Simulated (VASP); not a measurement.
Here is a VASP 6.6.1 calculation.

File INCAR:

```
SYSTEM = Ga6AsP4
PREC = Accurate
ENCUT = 520
EDIFF = 1E-7
ISMEAR = 0
SIGMA = 0.02
LREAL = .False.
LASPH = .True.
NELM = 150
ALGO = Normal
ISIF = 2
LWAVE = .False.
LCHARG = .True.
ISPIN = 2
MAGMOM = 0 0 0 0 0 0 1 0 0 0 0
LORBIT = 11
GGA = PE
LELF = .True.
LVHAR = .True.
NBANDS = 66
```

KPOINTS

```
Automatic mesh
0
Gamma
  2 3 3
  0.5 0 0
```

POSCAR

```
Ga6AsP4
1.0
    0.0000000000      0.0000000000      6.3938254255
    5.8216461915      3.3611289958      0.0000000000
   -5.8216461915      3.3611289958      0.0000000000
Ga As P
6 1 4
Direct
    0.4993751476      0.3333333333      1.0000000000
    0.5126294990      0.6666666667      0.6666666667
    0.4856957451      0.0000000000      0.3333333333
    0.9916948462      0.2881248301      0.3444484143
    0.9916948462      0.7229902509      0.0452085032
    0.9916948462     -0.0111150810      0.6103430825
    0.8847187286      0.3333333333      1.0000000000
    0.8836325753      0.6666666667      0.6666666667
    0.3762713685      0.3339223293      0.3364284147
    0.3762713685      0.6691727521     -0.0005889960
    0.3762713685     -0.0030950814      0.6641605812
```

Potentials or basis: VASP PAW PBE potentials, release 64 (Ga_d, As, P).

Run with:

```console
$ cat potpaw_PBE.64/Ga_d/POTCAR potpaw_PBE.64/As/POTCAR potpaw_PBE.64/P/POTCAR > POTCAR
$ mpirun -np 1 vasp_std > vasp.out
```

**Question.** Estimate the largest force.

**Answer.** 0.018 eV/Å.

**Question.** Estimate the site moments.

**Answer.** Ga +0.00, +0.01, +0.04 (each value once); As +0.02; P +0.01 μB.

**Question.** Predict the pressure.

**Answer.** -2.0 GPa.

Forces on the atoms (eV/Å):
```
Ga   0.000  0.000 -0.011
Ga   0.000  0.000  0.000
Ga   0.000  0.000 -0.015
Ga  -0.014 -0.005 -0.004
Ga   0.003  0.015 -0.004
Ga   0.011 -0.010 -0.004
As   0.000  0.000  0.008
P    0.000  0.000  0.018
P   -0.013 -0.003  0.004
P    0.004  0.013  0.004
P    0.009 -0.010  0.004
```

Caveat: the k points lie up to 0.49 Å⁻¹ apart; the cell differs from its parent crystal (atoms taken out, then relaxed in part).
